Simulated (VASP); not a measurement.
# IrSe (Fm-3m) in VASP: a series of runs

Aim: see how the results for IrSe move with the level of theory and the settings. Levels: PBE, PBE+D4. Tasks: single point.

Program: VASP 6.6.1. These are calculated values, not measurements. Logs are shortened: lines on timing, memory, paths and dates and some standing lists are left out, and cuts for length are marked.

## 1. The cell of the first run

Symmetry: Fm-3m, No. 225, cubic system. Conventional cell: a = 5.202 Å, b = 5.202 Å, c = 5.202 Å, α = 90.00°, β = 90.00°, γ = 90.00°. Within 3.4 Å of Ir (site symmetry m-3m) lie 6 Se at 2.60 Å. Within 3.4 Å of Se (site symmetry m-3m) lie 6 Ir at 2.60 Å.

## 2. Single point, PBE

File INCAR:

```
PREC = Accurate
ENCUT = 520
EDIFF = 1E-7
ISMEAR = 0
SIGMA = 0.05
LREAL = False
LASPH = True
NELM = 80
ALGO = Normal
ISIF = 2
LWAVE = False
LCHARG = True
GGA = PE
LELF = True
LVHAR = True
NBANDS = 14
```

File KPOINTS:

```
Automatic mesh
0
Gamma
  6 6 6
```

File POSCAR:

```
IrSe
1.0
    0.0000000000      2.6009271431      2.6009271431
    2.6009271431      0.0000000000      2.6009271431
    2.6009271431      2.6009271431      0.0000000000
Ir Se
1 1
Direct
    0.5000000000      0.5000000000      0.5000000000
    0.0000000000      0.0000000000      0.0000000000
```

Potentials or basis: VASP PAW PBE potentials, release 64 (Ir, Se).

Launch:

```sh
$ cat potpaw_PBE.64/Ir/POTCAR potpaw_PBE.64/Se/POTCAR > POTCAR
$ mpirun -np 1 vasp_std > vasp.out
```

OUTCAR:

```text
PREC = Accurate
   ENCUT = 520
   EDIFF = 1E-7
   ISMEAR = 0
   LREAL = False
   LASPH = True
   NELM = 80
   ISIF = 2
   GGA = PE

 ion  position               nearest neighbor table
   1  0.500  0.500  0.500-   2 2.60   2 2.60   2 2.60   2 2.60   2 2.60   2 2.60
   2  0.000  0.000  0.000-   1 2.60   1 2.60   1 2.60   1 2.60   1 2.60   1 2.60

  LATTYP: Found a face centered cubic cell.
 ALAT       =     5.2018542862

  Lattice vectors:

 A1 = (   0.0000000000,   2.6009271431,   2.6009271431)
 A2 = (   2.6009271431,   0.0000000000,   2.6009271431)
 A3 = (   2.6009271431,   2.6009271431,   0.0000000000)

Analysis of symmetry for initial positions (statically):
=====================================================================
 Subroutine PRICEL returns:
 Original cell was already a primitive cell.

 Routine SETGRP: Setting up the symmetry group for a
 face centered cubic supercell.

 Subroutine GETGRP returns: Found 48 space group operations
 (whereof 48 operations were pure point group operations)
 out of a pool of 48 trial point group operations.

The static configuration has the point symmetry O_h .

Analysis of symmetry for dynamics (positions and initial velocities):
=====================================================================
 Subroutine PRICEL returns:
 Original cell was already a primitive cell.

 Routine SETGRP: Setting up the symmetry group for a
 face centered cubic supercell.

 Subroutine GETGRP returns: Found 48 space group operations
 (whereof 48 operations were pure point group operations)
 out of a pool of 48 trial point group operations.

The dynamic configuration has the point symmetry O_h .

 Subroutine INISYM returns: Found 48 space group operations
 (whereof 48 operations are pure point group operations),
 and found     1 'primitive' translations

----------------------------------------------------------------------------------------

                                     Primitive cell

  volume of cell :      35.1896

  direct lattice vectors                    reciprocal lattice vectors
     0.000000000  2.600927143  2.600927143    -0.192239141  0.192239141  0.192239141
     2.600927143  0.000000000  2.600927143     0.192239141 -0.192239141  0.192239141
     2.600927143  2.600927143  0.000000000     0.192239141  0.192239141 -0.192239141

  length of vectors
     3.678266441  3.678266441  3.678266441     0.332967960  0.332967960  0.332967960

  position of ions in fractional coordinates (direct lattice)
     0.500000000  0.500000000  0.500000000
     0.000000000  0.000000000  0.000000000

  ion indices of the primitive-cell ions
   primitive index   ion index
                 1           1
                 2           2

[... 75 lines left out ...]
   EMIN   =  10.00;   EMAX   =-10.00  energy-range for DOS
   EFERMI =   0.00;   METHOD = LEGACY
   ISMEAR =     0;   SIGMA  =   0.05  broadening in eV -4-tet -1-fermi 0-gaus
   EFERMI_NEDOS =   21; number of points for ismear=-14 and -15
   IALGO  =     38    algorithm
   IMIX   =      4    mixing-type and parameters
     AMIX     =   0.40;   BMIX     =  1.00
     AMIX_MAG =   1.60;   BMIX_MAG =  1.00
  volume/ion in A,a.u.               =      17.59       118.74
  Fermi-wavevector in a.u.,A,eV,Ry     =   1.232065  2.328266 20.653439  1.517985
  Thomas-Fermi vector in A             =   2.366850
   LORBIT       =      0    0 simple, 1 ext, 2 COOP (PROOUT), +10 PAW based schemes
   GGA     = PE    functional components
   LHFCALC =     F    Hartree Fock is set to
   AEXX    =    0.0000 exact exchange contribution
   IVDW    =     0    specifies the selected vdW correction
   LEPSILON=     F    determine dielectric tensor
   LRPA    =     F    only Hartree local field effects (RPA)
 non-spin polarized calculation
 Gauss-broadening in eV      SIGMA  =   0.05
  energy-cutoff  :      520.00
  volume of cell :       35.19
 maximum number of plane-waves:       960
   NGX = 13   NGY = 13   NGZ = 13

 number of electron      14.9999998 magnetization

 Free energy of the ion-electron system (eV)
  ---------------------------------------------------
  ext. energy  EPLUGINS =         0.00000000
  ---------------------------------------------------
  free energy    TOTEN  =       -11.41250183 eV

  energy without entropy =      -11.40890488  energy(sigma->0) =      -11.41070335

 E-fermi :   6.9736     XC(G=0): -11.7995

 val. band max:        6.9155156339   @ k =  -0.3333   0.5000   0.1667
 cond. band min:       6.9784751221   @ k =   0.5000   0.3333   0.0000
 fundamental gap:      0.0629594881
 Fermi energy:         6.9736138666

 k-point     1 :       0.0000    0.0000    0.0000
  band No.  band energies     occupation
      1      -8.5228      2.00000
      2       4.6385      2.00000
      3       4.6385      2.00000
      4       4.6385      2.00000
      5       4.7256      2.00000
      6       4.7256      2.00000
      7       5.5692      2.00000
      8       5.5692      2.00000
      9       5.5692      2.00000
     10       9.0962      0.00000
     11      16.8175      0.00000
     12      19.4177      0.00000
     13      19.4177      0.00000
     14      19.4177      0.00000
[... 241 lines left out ...]
      1      -6.8909      2.00000
      2       1.4068      2.00000
      3       1.7846      2.00000
      4       2.1651      2.00000
      5       5.4225      2.00000
      6       6.1162      2.00000
      7       6.3871      2.00000
      8       6.4692      2.00000
      9       6.9155      1.89967
     10      11.1815      0.00000
     11      16.0467      0.00000
     12      16.9838      0.00000
     13      17.5149      0.00000
     14      22.1331      0.00000

------------------------ aborting loop because EDIFF is reached ----------------------------------------

  FORCE on cell =-STRESS in cart. coord.  units (eV):
  Direction    XX          YY          ZZ          XY          YZ          ZX
  --------------------------------------------------------------------------------------
  -------------------------------------------------------------------------------------
  Total       -0.1830874     -0.1830874     -0.1830874      0.0000000      0.0000000      0.0000000
  in kB       -8.3359366     -8.3359366     -8.3359366      0.0000000      0.0000000      0.0000000
  external PRESSURE =      -8.3359366 kB  Pullay stress =       0.0000000 kB

 VOLUME and BASIS-vectors are now :
 -----------------------------------------------------------------------------
  energy-cutoff  :      520.00
  volume of cell :       35.19
      direct lattice vectors                 reciprocal lattice vectors
     0.000000000  2.600927143  2.600927143    -0.192239141  0.192239141  0.192239141
     2.600927143  0.000000000  2.600927143     0.192239141 -0.192239141  0.192239141
     2.600927143  2.600927143  0.000000000     0.192239141  0.192239141 -0.192239141

 POSITION                                       TOTAL-FORCE (eV/Angst)
 -----------------------------------------------------------------------------------
      2.60093      2.60093      2.60093         0.000000     -0.000000     -0.000000
      0.00000      0.00000      0.00000        -0.000000      0.000000      0.000000
 -----------------------------------------------------------------------------------
    total drift:                                0.000000      0.000000      0.000000

  FREE ENERGIE OF THE ION-ELECTRON SYSTEM (eV)
  ---------------------------------------------------
  free  energy   TOTEN  =       -11.4125018310 eV

  energy  without entropy=      -11.4089048760  energy(sigma->0) =      -11.41070335
```

Run time: 7.6 s. Hardware: 1 thread of Intel Xeon Platinum 8559C (Emerald Rapids), shared host; peak memory 0.16 GiB.

Results:

| Quantity | Value |
| --- | --- |
| Free energy | -11.4125 eV |
| Pressure | -0.8 GPa |

Levels at points of the mesh, in eV from the Fermi level:
```csv
k point,band 5,band 6,band 7,band 8,band 9,band 10
"(0.00, 0.00, 0.00)",-2.25,-2.25,-1.40,-1.40,-1.40,2.12
"(0.50, 0.00, 0.00)",-0.97,-0.97,-0.50,3.48,4.16,4.16
"(0.50, 0.50, 0.00)",-3.16,-1.61,-0.51,-0.51,-0.15,1.13
```

Caveat: spin-orbit coupling is left out, which moves the levels of the heavy elements.

## 3. Single point, PBE

This run uses another cell than the first one, of 17.45 Å³/atom, 0.992 times its volume.

File INCAR:

```
  PREC = Accurate
  ENCUT = 520
  EDIFF = 1E-6
  ISMEAR = 0
  SIGMA = 0.05
  LREAL = F
  LASPH = T
  NELM = 100
  ALGO = Normal
  ISIF = 2
  LWAVE = F
  LCHARG = F
  GGA = PE
  NBANDS = 14
```

KPOINTS is that of step 2.

File POSCAR:

```
IrSe
1.0
    0.0000000000      2.5939829932      2.5939829932
    2.5939829932      0.0000000000      2.5939829932
    2.5939829932      2.5939829932      0.0000000000
Ir Se
1 1
Direct
    0.5000000000      0.5000000000      0.5000000000
    0.0000000000      0.0000000000      0.0000000000
```

Potentials or basis: VASP PAW PBE potentials, release 64 (Ir, Se).

Launch:

```sh
$ cat potpaw_PBE.64/Ir/POTCAR potpaw_PBE.64/Se/POTCAR > POTCAR
$ mpirun -np 1 vasp_std > vasp.out
```

Run time: 7.7 s. Hardware: 1 thread of Intel Xeon Platinum 8559C (Emerald Rapids), shared host; peak memory 0.16 GiB.

The run converged. Its results:

| Property | Result |
| --- | --- |
| Free energy | -11.4128 eV |
| Pressure | 0.4 GPa |

Levels at points of the mesh, in eV from the Fermi level:
| k point | band 5 | band 6 | band 7 | band 8 | band 9 | band 10 |
| --- | --- | --- | --- | --- | --- | --- |
| (0.00, 0.00, 0.00) | -2.28 | -2.28 | -1.41 | -1.41 | -1.41 | 2.19 |
| (0.50, 0.00, 0.00) | -0.98 | -0.98 | -0.51 | 3.47 | 4.22 | 4.22 |
| (0.50, 0.50, 0.00) | -3.18 | -1.63 | -0.51 | -0.51 | -0.15 | 1.17 |

Caveat: spin-orbit coupling is left out, which moves the levels of the heavy elements.

## 4. Single point, PBE

This run uses another cell than the first one, of 18.82 Å³/atom, 1.070 times its volume.

File INCAR:

```
SYSTEM = IrSe
  PREC = Accurate
  ENCUT = 520
  EDIFF = 1E-7
  ISMEAR = 0
  SIGMA = 0.05
  LREAL = .False.
  LASPH = .True.
  NELM = 100
  ALGO = Normal
  ISIF = 2
  LWAVE = .False.
  LCHARG = .False.
  GGA = PE
  NBANDS = 14
```

File KPOINTS:

```
regular mesh
0
Gamma
  6 6 6
  0 0 0
```

File POSCAR:

```
IrSe
1.0
    0.0000000000      2.6600000000      2.6600000000
    2.6600000000      0.0000000000      2.6600000000
    2.6600000000      2.6600000000      0.0000000000
Ir Se
1 1
Direct
    0.5000000000      0.5000000000      0.5000000000
    0.0000000000      0.0000000000      0.0000000000
```

Launch:

```sh
$ cat potpaw_PBE.64/Ir/POTCAR potpaw_PBE.64/Se/POTCAR > POTCAR
$ mpirun -np 1 vasp_std > vasp.out
```

Run time: 9.3 s. Hardware: 1 thread of Intel Xeon Platinum 8559C (Emerald Rapids), shared host; peak memory 0.16 GiB.

The run converged. Its results:

```
Free energy : -11.3286 eV
Pressure    : -9.6 GPa
```

Levels at points of the mesh, in eV from the Fermi level:
| k point | band 5 | band 6 | band 7 | band 8 | band 9 | band 10 |
| --- | --- | --- | --- | --- | --- | --- |
| (0.00, 0.00, 0.00) | -2.01 | -2.01 | -1.37 | -1.37 | -1.37 | 1.62 |
| (0.50, 0.00, 0.00) | -0.86 | -0.86 | -0.46 | 3.50 | 3.73 | 3.73 |
| (0.50, 0.50, 0.00) | -2.97 | -1.44 | -0.45 | -0.45 | -0.15 | 0.86 |

Caveat: spin-orbit coupling is left out, which moves the levels of the heavy elements.

## 5. Single point, PBE+D4

This run uses another cell than the first one, of 17.09 Å³/atom, 0.971 times its volume.

File INCAR:

```
SYSTEM = IrSe
PREC = Accurate ; ENCUT = 520
EDIFF = 1E-6 ; ISMEAR = 0
SIGMA = 0.05 ; LREAL = .False.
LASPH = .True. ; NELM = 100
ALGO = Normal ; ISIF = 2
LWAVE = .False. ; LCHARG = .True.
GGA = PE ; IVDW = 13
LELF = .True. ; LVHAR = .True.
NBANDS = 14
```

File KPOINTS:

```
regular mesh
0
Gamma
  12 12 12
  0 0 0
```

File POSCAR:

```
IrSe
1.0
    0.0000000000      2.5759288615      2.5759288615
    2.5759288615      0.0000000000      2.5759288615
    2.5759288615      2.5759288615      0.0000000000
Ir Se
1 1
Direct
    0.5000000000      0.5000000000      0.5000000000
    0.0000000000      0.0000000000      0.0000000000
```

Launch:

```sh
$ cat potpaw_PBE.64/Ir/POTCAR potpaw_PBE.64/Se/POTCAR > POTCAR
$ mpirun -np 1 vasp_std > vasp.out
```

Run time: 27 s. Hardware: 1 thread of Intel Xeon Platinum 8559C (Emerald Rapids), shared host; peak memory 0.18 GiB.

It converged, with:

| Property | Result |
| --- | --- |
| Free energy | -12.7209 eV |
| Pressure | -2.2 GPa |
| Dispersion energy per atom | -0.664 eV |

Levels at points of the mesh, in eV from the Fermi level:
```tsv
k point	band 5	band 6	band 7	band 8	band 9	band 10	band 11	band 12
(0.00, 0.00, 0.00)	-2.56	-2.56	-1.61	-1.61	-1.61	2.17	9.60	12.44
(0.50, 0.00, 0.00)	-1.22	-1.22	-0.72	3.28	4.17	4.17	6.49	6.49
(0.50, 0.50, 0.00)	-3.43	-1.88	-0.73	-0.73	-0.34	1.07	9.61	12.04
```

Caveat: spin-orbit coupling is left out, which moves the levels of the heavy elements; pairwise dispersion overbinds metals, which lowers pressure and volume.

## 6. Summary

| level | cell | k mesh | gap on the mesh (eV) | pressure (GPa) |
| --- | --- | --- | --- | --- |
| PBE | a = 3.678 Å, angles 60.0°, 2 atoms | 6 × 6 × 6 | none | -0.8 |
| PBE | a = 3.668 Å, angles 60.0°, 2 atoms | 6 × 6 × 6 | none | 0.4 |
| PBE | a = 3.762 Å, angles 60.0°, 2 atoms | 6 × 6 × 6 | none | -9.6 |
| PBE+D4 | a = 3.643 Å, angles 60.0°, 2 atoms | 12 × 12 × 12 | none | -2.2 |

Alike in all rows: task single point; potentials or basis VASP PAW PBE potentials, release 64 (Ir, Se); no spin polarisation; cutoff (eV) 520; smearing gaussian 0.05 eV.

Caveats: spin-orbit coupling is left out, which moves the levels of the heavy elements; pairwise dispersion overbinds metals, which lowers pressure and volume (some runs).

Total energies depend on the potentials used, so only differences within one code and one set of settings carry meaning.
